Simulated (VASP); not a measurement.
# TiC in VASP: single point with PBE

Aim: the single point of TiC with PBE.

Program: VASP 6.6.1. These are calculated values, not measurements. Logs are shortened: lines on timing, memory, paths and dates and some standing lists are left out, and cuts for length are marked.

## (1) The cell of the first run

The cell holds a wire or tube with vacuum around it, 20 atoms: a = 14.300 Å, b = 12.400 Å, c = 7.591 Å, α = 90.00°, β = 90.00°, γ = 90.00°.

## (2) Single point, PBE

Contents of INCAR:

```
SYSTEM = TiC
PREC     = Accurate       ! precision mode
ENCUT    = 520            ! plane-wave cutoff, eV
EDIFF    = 1E-6           ! SCF threshold, eV
ISMEAR   = 0              ! smearing method
SIGMA    = 0.05           ! smearing width, eV
LREAL    = Auto         
LASPH    = .TRUE.         ! aspherical terms in the spheres
NELM     = 100            ! most SCF steps
ALGO     = Normal         ! electronic algorithm
ISIF     = 2              ! what is computed and relaxed
LWAVE    = .FALSE.        ! write WAVECAR
LCHARG   = .FALSE.        ! write CHGCAR
GGA      = PE             ! functional
NBANDS   = 96             ! bands
```

Contents of KPOINTS:

```
Automatic mesh
0
G
  1 1 7
  0 0 0
```

Contents of POSCAR:

```
TiC
1.0
   14.3000000000      0.0000000000      0.0000000000
    0.0000000000     12.4000000000      0.0000000000
    0.0000000000      0.0000000000      7.5905249592
Ti C
10 10
Direct
    0.5769747929      0.5000000000     -0.0160757558
    0.3238699696      0.5000000000      0.6821014555
    0.4230252071      0.5000000000      0.3494090891
    0.6761300304      0.5000000000      0.6512318779
    0.3931486396      0.3842128509      0.0159617475
    0.6068513604      0.3842128509      0.3173715858
    0.5000000000      0.6142695819      0.6666666667
    0.3931486396      0.6157871491      0.0159617475
    0.6068513604      0.6157871491      0.3173715858
    0.5000000000      0.3857304181      0.6666666667
    0.6706259413      0.5000000000      0.2044096057
    0.4451412990      0.5000000000      0.8401917542
    0.3293740587      0.5000000000      0.1289237276
    0.5548587010      0.5000000000      0.4931415791
    0.5000000000      0.3808086015      0.1666666667
    0.3764227741      0.6138373535      0.5452077135
    0.6235772259      0.6138373535      0.7881256198
    0.5000000000      0.6191913985      0.1666666667
    0.3764227741      0.3861626465      0.5452077135
    0.6235772259      0.3861626465      0.7881256198
```

Potentials or basis: VASP PAW PBE potentials, release 64 (Ti_sv, C).

Started as:

```sh
$ cat potpaw_PBE.64/Ti_sv/POTCAR potpaw_PBE.64/C/POTCAR > POTCAR
$ mpirun -np 1 vasp_std > vasp.out
```

OUTCAR:

```text
SYSTEM = TiC
   PREC = Accurate
   ENCUT = 520
   EDIFF = 1E-6
   ISMEAR = 0
   LREAL = Auto
   LASPH = .TRUE.
   NELM = 100
   ISIF = 2
   GGA = PE

 ion  position               nearest neighbor table
   1  0.577  0.500  0.984-  11 2.14  17 2.16  20 2.16  12 2.18  18 2.31  15 2.31   4 2.90
   2  0.324  0.500  0.682-  16 1.91  19 1.91  12 2.11  10 2.89   7 2.89   3 2.90
   3  0.423  0.500  0.349-  13 2.14  16 2.16  19 2.16  14 2.18  18 2.31  15 2.31   2 2.90
   4  0.676  0.500  0.651-  17 1.91  20 1.91  14 2.11  10 2.89   7 2.89   1 2.90
   5  0.393  0.384  0.016-  13 1.90  15 1.91  12 2.10   8 2.87
   6  0.607  0.384  0.317-  11 1.90  15 1.91  14 2.10   9 2.87
   7  0.500  0.614  0.667-  17 1.99  16 1.99  12 2.09  14 2.09  10 2.83   4 2.89   2 2.89
   8  0.393  0.616  0.016-  13 1.90  18 1.91  12 2.10   5 2.87
   9  0.607  0.616  0.317-  11 1.90  18 1.91  14 2.10   6 2.87
  10  0.500  0.386  0.667-  20 1.99  19 1.99  12 2.09  14 2.09   7 2.83   4 2.89   2 2.89
  11  0.671  0.500  0.204-   6 1.90   9 1.90   1 2.14
  12  0.445  0.500  0.840-   7 2.09  10 2.09   8 2.10   5 2.10   2 2.11   1 2.18
  13  0.329  0.500  0.129-   5 1.90   8 1.90   3 2.14
  14  0.555  0.500  0.493-   7 2.09  10 2.09   9 2.10   6 2.10   4 2.11   3 2.18
  15  0.500  0.381  0.167-   6 1.91   5 1.91   3 2.31   1 2.31
  16  0.376  0.614  0.545-   2 1.91   7 1.99   3 2.16
  17  0.624  0.614  0.788-   4 1.91   7 1.99   1 2.16
  18  0.500  0.619  0.167-   9 1.91   8 1.91   3 2.31   1 2.31
  19  0.376  0.386  0.545-   2 1.91  10 1.99   3 2.16
  20  0.624  0.386  0.788-   4 1.91  10 1.99   1 2.16

  LATTYP: Found a simple orthorhombic cell.
 ALAT       =     7.5905249592
 B/A-ratio  =     1.6336156019
 C/A-ratio  =     1.8839276699

  Lattice vectors:

 A1 = (   0.0000000000,   0.0000000000,  -7.5905249592)
 A2 = (   0.0000000000,  12.4000000000,   0.0000000000)
 A3 = (  14.3000000000,   0.0000000000,   0.0000000000)

Analysis of symmetry for initial positions (statically):
=====================================================================
 Subroutine PRICEL returns:
 Original cell was already a primitive cell.

 Routine SETGRP: Setting up the symmetry group for a
 simple orthorhombic supercell.

 Subroutine GETGRP returns: Found  4 space group operations
 (whereof  2 operations were pure point group operations)
 out of a pool of  8 trial point group operations.

The static configuration has the point symmetry C_1h.
 The point group associated with its full space group is C_2h.

Analysis of symmetry for dynamics (positions and initial velocities):
=====================================================================
 Subroutine PRICEL returns:
 Original cell was already a primitive cell.

 Routine SETGRP: Setting up the symmetry group for a
 simple orthorhombic supercell.

 Subroutine GETGRP returns: Found  4 space group operations
 (whereof  2 operations were pure point group operations)
 out of a pool of  8 trial point group operations.

The dynamic configuration has the point symmetry C_1h.
 The point group associated with its full space group is C_2h.

 Subroutine INISYM returns: Found  4 space group operations
 (whereof  2 operations are pure point group operations),
 and found     1 'primitive' translations

----------------------------------------------------------------------------------------

                                     Primitive cell

  volume of cell :    1345.9519

  direct lattice vectors                    reciprocal lattice vectors
    14.300000000  0.000000000  0.000000000     0.069930070  0.000000000  0.000000000
     0.000000000 12.400000000  0.000000000     0.000000000  0.080645161  0.000000000
     0.000000000  0.000000000  7.590524959     0.000000000  0.000000000  0.131743194

  length of vectors
    14.300000000 12.400000000  7.590524959     0.069930070  0.080645161  0.131743194

  position of ions in fractional coordinates (direct lattice)
     0.576974793  0.500000000  0.983924244
     0.323869970  0.500000000  0.682101456
     0.423025207  0.500000000  0.349409089
     0.676130030  0.500000000  0.651231878
     0.393148640  0.384212851  0.015961748
     0.606851360  0.384212851  0.317371586
[... 12 lines left out ...]
     0.376422774  0.386162646  0.545207713
     0.623577226  0.386162646  0.788125620

  ion indices of the primitive-cell ions
   primitive index   ion index
                 1           1
                 2           2
                 3           3
                 4           4
                 5           5
                 6           6
[... 12 lines left out ...]
                19          19
                20          20

----------------------------------------------------------------------------------------

 KPOINTS: Automatic mesh

Automatic generation of k-mesh.
 Grid dimensions read from file:
 generate k-points for:    1    1    7

 Generating k-lattice:

  Cartesian coordinates                     Fractional coordinates (reciprocal lattice)
     0.069930070  0.000000000  0.000000000     1.000000000  0.000000000  0.000000000
     0.000000000  0.080645161  0.000000000     0.000000000  1.000000000  0.000000000
     0.000000000  0.000000000  0.018820456     0.000000000  0.000000000  0.142857143

  Length of vectors
     0.069930070  0.080645161  0.018820456

  Shift w.r.t. Gamma in fractional coordinates (k-lattice)
     0.000000000  0.000000000  0.000000000

 Subroutine IBZKPT returns following result:
 ===========================================

 Found      4 irreducible k-points:

 Following reciprocal coordinates:
            Coordinates               Weight
  0.000000  0.000000  0.000000      1.000000
  0.000000  0.000000  0.142857      2.000000
  0.000000  0.000000  0.285714      2.000000
  0.000000  0.000000  0.428571      2.000000
   k-points           NKPTS =      4   k-points in BZ     NKDIM =      4   number of bands    NBANDS=     96
   number of dos      NEDOS =    301   number of ions     NIONS =     20
   total plane-waves  NPLWV = 580608
   dimension x,y,z NGX =   108 NGY =   96 NGZ =   56
   dimension x,y,z NGXF=   216 NGYF=  192 NGZF=  112
   ions per type =              10  10
   NGX,Y,Z   is equivalent  to a cutoff of  12.56, 12.87, 12.26 a.u.
   NGXF,Y,Z  is equivalent  to a cutoff of  25.11, 25.74, 24.53 a.u.
 SYSTEM =  TiC
   PREC   = accura    normal or accurate (medium, high low for compatibility)
   ISTART =      0    job   : 0-new  1-cont  2-samecut
   ICHARG =      2    charge: 1-file 2-atom 10-const
   ISPIN  =      1    spin polarized calculation?
   LNONCOLLINEAR =      F non collinear calculations
   LSORBIT =      F    spin-orbit coupling
   LASPH  =      T    aspherical Exc in radial PAW
   ENCUT  =  520.0 eV  38.22 Ry    6.18 a.u.  26.59 23.06 14.11*2*pi/ulx,y,z
   NELM   =    100;   NELMIN=  2; NELMDL= -5     # of ELM steps
   EDIFF  = 0.1E-05   stopping-criterion for ELM
   LREAL  =      T    real-space projection
   EDIFFG = 0.1E-04   stopping-criterion for IOM
   NSW    =      0    number of steps for IOM
   IBRION =     -1    ionic relax: 0-MD 1-quasi-New 2-CG
   NFREE  =      0    steps in history (QN), initial steepest desc. (CG)
   ISIF   =      2    stress and relaxation
   ISYM   =      2    0-nonsym 1-usesym 2-fastsym
   POTIM  = 0.5000    time-step for ionic-motion
   TEBEG  =    0.0;   TEEND  =   0.0 temperature during run
   PSTRESS=    0.0 pullay stress
   NELECT =     160.0000    total number of electrons
   NUPDOWN=      -1.0000    fix difference up-down
   EMIN   =  10.00;   EMAX   =-10.00  energy-range for DOS
   EFERMI =   0.00;   METHOD = LEGACY
   ISMEAR =     0;   SIGMA  =   0.05  broadening in eV -4-tet -1-fermi 0-gaus
   EFERMI_NEDOS =   21; number of points for ismear=-14 and -15
   IALGO  =     38    algorithm
   IMIX   =      4    mixing-type and parameters
     AMIX     =   0.40;   BMIX     =  1.00
     AMIX_MAG =   1.60;   BMIX_MAG =  1.00
  volume/ion in A,a.u.               =      67.30       454.15
  Fermi-wavevector in a.u.,A,eV,Ry     =   0.804955  1.521145  8.815931  0.647953
  Thomas-Fermi vector in A             =   1.913109
   LORBIT       =      0    0 simple, 1 ext, 2 COOP (PROOUT), +10 PAW based schemes
   GGA     = PE    functional components
   LHFCALC =     F    Hartree Fock is set to
   AEXX    =    0.0000 exact exchange contribution
   IVDW    =     0    specifies the selected vdW correction
   LEPSILON=     F    determine dielectric tensor
   LRPA    =     F    only Hartree local field effects (RPA)
 non-spin polarized calculation
 Gauss-broadening in eV      SIGMA  =   0.05
  energy-cutoff  :      520.00
  volume of cell :     1345.95
 maximum number of plane-waves:     36278
 NGX is ok and might be reduce to   108
   NGX = 53   NGY = 47   NGZ = 29

 number of electron     159.9999989 magnetization

 Free energy of the ion-electron system (eV)
  ---------------------------------------------------
  ext. energy  EPLUGINS =         0.00000000
  ---------------------------------------------------
  free energy    TOTEN  =      -158.12319575 eV

  energy without entropy =     -158.12316484  energy(sigma->0) =     -158.12318030

 E-fermi :  -1.7669     XC(G=0):  -3.2018

 val. band max:       -1.8854927194   @ k =   0.0000   0.0000   0.0000
 cond. band min:      -1.6483064742   @ k =   0.0000   0.0000   0.0000
 fundamental gap:      0.2371862452
 Fermi energy:        -1.7669170873

 k-point     1 :       0.0000    0.0000    0.0000
  band No.  band energies     occupation
      1     -58.3533      2.00000
      2     -58.3195      2.00000
      3     -58.2264      2.00000
      4     -58.2090      2.00000
      5     -58.1960      2.00000
      6     -58.1776      2.00000
[... 84 lines left out ...]
     91      -0.0884      0.00000
     92      -0.0650      0.00000

 k-point     2 :       0.0000    0.0000    0.1429
  band No.  band energies     occupation
      1     -58.3532      2.00000
      2     -58.3195      2.00000
      3     -58.2269      2.00000
      4     -58.2087      2.00000
      5     -58.1958      2.00000
      6     -58.1778      2.00000
[... 84 lines left out ...]
     91      -0.1181      0.00000
     92      -0.1060      0.00000

 k-point     3 :       0.0000    0.0000    0.2857
  band No.  band energies     occupation
      1     -58.3530      2.00000
      2     -58.3195      2.00000
      3     -58.2279      2.00000
      4     -58.2080      2.00000
      5     -58.1954      2.00000
      6     -58.1780      2.00000
[... 84 lines left out ...]
     91      -0.1567      0.00000
     92      -0.0789      0.00000

 k-point     4 :       0.0000    0.0000    0.4286
  band No.  band energies     occupation
      1     -58.3529      2.00000
      2     -58.3195      2.00000
      3     -58.2286      2.00000
      4     -58.2075      2.00000
      5     -58.1951      2.00000
      6     -58.1782      2.00000
[... 84 lines left out ...]
     91      -0.1146      0.00000
     92      -0.0288      0.00000
 [bands above 92 left out]

------------------------ aborting loop because EDIFF is reached ----------------------------------------

  FORCE on cell =-STRESS in cart. coord.  units (eV):
  Direction    XX          YY          ZZ          XY          YZ          ZX
  --------------------------------------------------------------------------------------
  -------------------------------------------------------------------------------------
  Total        0.4266992      0.2466637      0.2759101      0.0000000      0.0000000      0.0123990
  in kB        0.5079289      0.2936205      0.3284344      0.0000000      0.0000000      0.0147594
  external PRESSURE =       0.3766613 kB  Pullay stress =       0.0000000 kB

 VOLUME and BASIS-vectors are now :
 -----------------------------------------------------------------------------
  energy-cutoff  :      520.00
  volume of cell :     1345.95
      direct lattice vectors                 reciprocal lattice vectors
    14.300000000  0.000000000  0.000000000     0.069930070  0.000000000  0.000000000
     0.000000000 12.400000000  0.000000000     0.000000000  0.080645161  0.000000000
     0.000000000  0.000000000  7.590524959     0.000000000  0.000000000  0.131743194

 POSITION                                       TOTAL-FORCE (eV/Angst)
 -----------------------------------------------------------------------------------
      8.25074      6.20000      7.46850        -0.017628      0.000000      0.001357
      4.63134      6.20000      5.17751        -0.047801      0.000000      0.045407
      6.04926      6.20000      2.65220         0.017628      0.000000     -0.001357
      9.66866      6.20000      4.94319         0.047801      0.000000     -0.045407
      5.62203      4.76424      0.12116        -0.022969     -0.044845     -0.021108
      8.67797      4.76424      2.40902         0.022969     -0.044845      0.021108
[... 12 lines left out ...]
      5.38285      4.78842      4.13841        -0.010562     -0.007384     -0.009433
      8.91715      4.78842      5.98229         0.010562     -0.007384      0.009433
 -----------------------------------------------------------------------------------
    total drift:                                0.000018      0.000000     -0.000009

  FREE ENERGIE OF THE ION-ELECTRON SYSTEM (eV)
  ---------------------------------------------------
  free  energy   TOTEN  =      -158.1231957486 eV

  energy  without entropy=     -158.1231648448  energy(sigma->0) =     -158.12318030
```

Wall time 23 min (1 thread of Intel Xeon Platinum 8259CL at 2.50GHz (Skylake/Cascade Lake), shared host); peak memory 1.2 GiB.

Results:

- Free energy: -158.1232 eV
- Largest force: 0.066 eV/Å
- Band gap on the k mesh: 0.24 eV

Forces in eV/Å, atoms in the order of the input:
```
Ti  -0.018  0.000  0.001
Ti  -0.048  0.000  0.045
Ti   0.018  0.000 -0.001
Ti   0.048  0.000 -0.045
Ti  -0.023 -0.045 -0.021
Ti   0.023 -0.045  0.021
Ti   0.000  0.004  0.000
Ti  -0.023  0.045 -0.021
Ti   0.023  0.045  0.021
Ti   0.000 -0.004  0.000
C    0.020  0.000 -0.006
C    0.017  0.000  0.006
C   -0.020  0.000  0.006
C   -0.017  0.000 -0.006
C    0.000  0.002  0.000
C   -0.011  0.007 -0.009
C    0.011  0.007  0.009
C    0.000 -0.002  0.000
C   -0.011 -0.007 -0.009
C    0.011 -0.007  0.009
```

Levels at points of the mesh, in eV from the valence-band top:
```csv
k point,band 78,band 79,band 80,band 81,band 82,band 83
"(0.00, 0.00, 0.00)",-0.42,-0.30,0.00,0.24,0.85,1.04
```
